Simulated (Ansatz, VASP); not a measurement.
## One calculation of Zn, two programs

```
CELL_PARAMETERS angstrom
3.88903 0.00000 0.00000
0.00000 3.88903 0.00000
0.00000 0.00000 3.88903
ATOMIC_POSITIONS crystal
Zn 0.99999 0.99999 0.99999
Zn 0.50001 0.00001 0.49999
Zn 0.49999 0.50001 0.00001
Zn 0.00001 0.49999 0.50001
```

Alike in both runs: functional PBE; k mesh 12 × 12 × 12; occupations gaussian, width 0.1 eV; no spin polarisation.

Ansatz relaxed the structure, and its values are those at the end. VASP's run is a single point on that final structure, the one shown.

```csv
,VASP,Ansatz
version,VASP 6.6.1,Ansatz 0.2.0
potentials or method,"VASP PAW PBE potentials, release 64 (Zn), cutoff 520 eV","scalar-relativistic, plane waves, PAW"
valence electrons in the cell,48,48
```

```tsv
	VASP	Ansatz	Ansatz less VASP
gap on the k mesh at the Fermi level (eV)	none	none	-
pressure (GPa)	2.6	2.2	-0.38
```

A gap of «none» marks a metal or a gap that the smearing closes. Ansatz's warnings: stress scf threshold loose.
